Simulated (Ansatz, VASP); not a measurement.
**BN in VASP and in Ansatz**

File POSCAR:

```
BN
1.0
    2.6560971858      0.0000000000      0.0000000000
   -1.3280485929      2.3002476378      0.0000000000
    0.0000000000      0.0000000000      4.0577808000
B N
2 2
Direct
    0.6666666667      0.3333333333      0.9997240000
    0.3333333333      0.6666666667      0.4997240000
    0.6666666667      0.3333333333      0.6252760000
    0.3333333333      0.6666666667      0.1252760000
```

INCAR.step1

```
SYSTEM = BN
PREC = Accurate ; ENCUT = 520
ISMEAR = 0 ; SIGMA = 0.05
LREAL = .FALSE. ; LASPH = .TRUE.
NELM = 100 ; NBANDS = 16
GGA = PE ; ALGO = Normal
EDIFF = 1E-4 ; LWAVE = .TRUE.
LCHARG = .FALSE.
```

File INCAR.step2:

```
SYSTEM = BN
PREC = Accurate ; ENCUT = 520
EDIFF = 1E-6 ; ISMEAR = 0
SIGMA = 0.05 ; LREAL = .FALSE.
LASPH = .TRUE. ; NELM = 100
ALGO = Normal ; ISIF = 2
LWAVE = .FALSE. ; LCHARG = .FALSE.
METAGGA = R2SCAN ; LMIXTAU = .TRUE.
NBANDS = 16 ; ISTART = 1
```

Contents of KPOINTS:

```
Automatic mesh
0
G
  12 12 6
  0 0 0
```

Input for Ansatz:

```yaml
crystal:
  lattice:
    - [2.6560971858, 0.0, 0.0]
    - [-1.3280485929, 2.3002476378, 0.0]
    - [0.0, 0.0, 4.0577808]
  atoms:
    - { symbol: B, position: [0.6666666667, 0.3333333333, 0.999724] }
    - { symbol: B, position: [0.3333333333, 0.6666666667, 0.499724] }
    - { symbol: "N", position: [0.6666666667, 0.3333333333, 0.625276] }
    - { symbol: "N", position: [0.3333333333, 0.6666666667, 0.125276] }
basis:
  ecutwfc: 500
kpoints:
  mp_grid: { grid: [12, 12, 6] }
hamiltonian:
  xc: r2scan
scf:
  occupations: { method: gaussian, width: 0.05 }
output:
  forces: true
  stress: true
  eigenvalues: true
  write_density: true
  write_potential: true
  elf: true
  volumetric_format: npy
```

Change from the starting cell: strain +0.040 along x and y, -0.040 along z, atoms carried along.

Alike in both runs: task single point; functional r2SCAN; k mesh 12 × 12 × 6; occupations gaussian, width 0.05 eV; no spin polarisation.

|  | VASP | Ansatz |
| --- | --- | --- |
| version | VASP 6.6.1 | Ansatz 0.2.0 |
| potentials or method | VASP PAW PBE potentials, release 64 (B, N), cutoff 520 eV | scalar-relativistic, plane waves, PAW |
| valence electrons in the cell | 16 | 16 |

Ansatz gave:

| Property | Result |
| --- | --- |
| gap on the k mesh at the Fermi level (eV) | 6.05 |
| least direct gap on the mesh (eV) | 7.95 |
| pressure (GPa) | -14.5 |
| traceless stress, the component that is largest in VASP (GPa) | 48.60 |
| rms of the force components (eV/Å) | 0.082 |

Task: What did VASP give for the same quantities?

Result: gap on the k mesh at the Fermi level (eV): 6.02; least direct gap on the mesh (eV): 7.94; pressure (GPa): -13.6; traceless stress, the component that is largest in VASP (GPa): 48.87; rms of the force components (eV/Å): 0.092.

VASP's potentials were made for PBE, not for r2SCAN. Atom by atom the forces differ by 0.009 eV/Å (rms over components).
